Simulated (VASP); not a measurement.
Wanted: the native input for a VASP 6.6.1 run.

* Task: single point
* Functional: r2SCAN
* Potentials or basis: VASP PAW PBE potentials, release 64 (Na_pv, Cl)
* Cutoff: 520 eV
* k mesh: 6 × 6 × 4
* Occupations: fermi-dirac, width 0.02 eV
* Spin: no spin polarisation
* Dipole correction: no
* Further INCAR settings: ALGO = Normal; EDIFF = 1e-07; NBANDS = 22

The system is NaCl.

```
Na Cl
1.0
     4.72108    0.00000    0.00000
    -2.36054    4.08857    0.00000
     0.00000    0.00000    5.56948
Na Cl
2 2
Direct
  0.33333 0.66667 0.93750
  0.66667 0.33333 0.43750
  0.33333 0.66667 0.43750
  0.66667 0.33333 0.93750
```

These files were run (other wordings do the same):

POSCAR

```
NaCl
1.0
    4.7210755450      0.0000000000      0.0000000000
   -2.3605377725      4.0885713552      0.0000000000
    0.0000000000      0.0000000000      5.5694830654
Na Cl
2 2
Direct
    0.3333333333      0.6666666667     -0.0624973440
    0.6666666667      0.3333333333      0.4375026560
    0.3333333333      0.6666666667      0.4374973440
    0.6666666667      0.3333333333      0.9374973440
```

INCAR.step1

```
SYSTEM = NaCl
PREC = Accurate
ENCUT = 520
ISMEAR = -1
SIGMA = 0.02
LREAL = .False.
LASPH = .True.
NELM = 100
NBANDS = 22
GGA = PE
ALGO = Normal
EDIFF = 1E-4
LWAVE = .True.
LCHARG = .False.
```

INCAR.step2

```
SYSTEM = NaCl
PREC = Accurate
ENCUT = 520
EDIFF = 1E-7
ISMEAR = -1
SIGMA = 0.02
LREAL = .False.
LASPH = .True.
NELM = 100
ALGO = Normal
ISIF = 2
LWAVE = .False.
LCHARG = .True.
METAGGA = R2SCAN
LMIXTAU = .True.
LELF = .True.
LVHAR = .True.
NBANDS = 22
ISTART = 1
```

KPOINTS

```
Automatic mesh
0
Gamma
  6 6 4
  0 0 0
```

Potentials or basis: VASP PAW PBE potentials, release 64 (Na_pv, Cl).

Launch:

```console
$ cat potpaw_PBE.64/Na_pv/POTCAR potpaw_PBE.64/Cl/POTCAR > POTCAR
$ cp INCAR.step1 INCAR
$ mpirun -np 1 vasp_std > vasp.out
$ cp INCAR.step2 INCAR
$ mpirun -np 1 vasp_std > vasp.out
```

Results of the run:

* Pressure: -0.2 GPa
* Largest force: 0.011 eV/Å
* Band gap on the k mesh: 5.47 eV, direct

Caveat: the PAW data sets were made with another functional, which shifts forces and pressure a little.

It took 110 s on 1 thread of AMD EPYC 9R45 96-Core Processor (Zen 5) (shared host), peak memory 0.21 GiB.
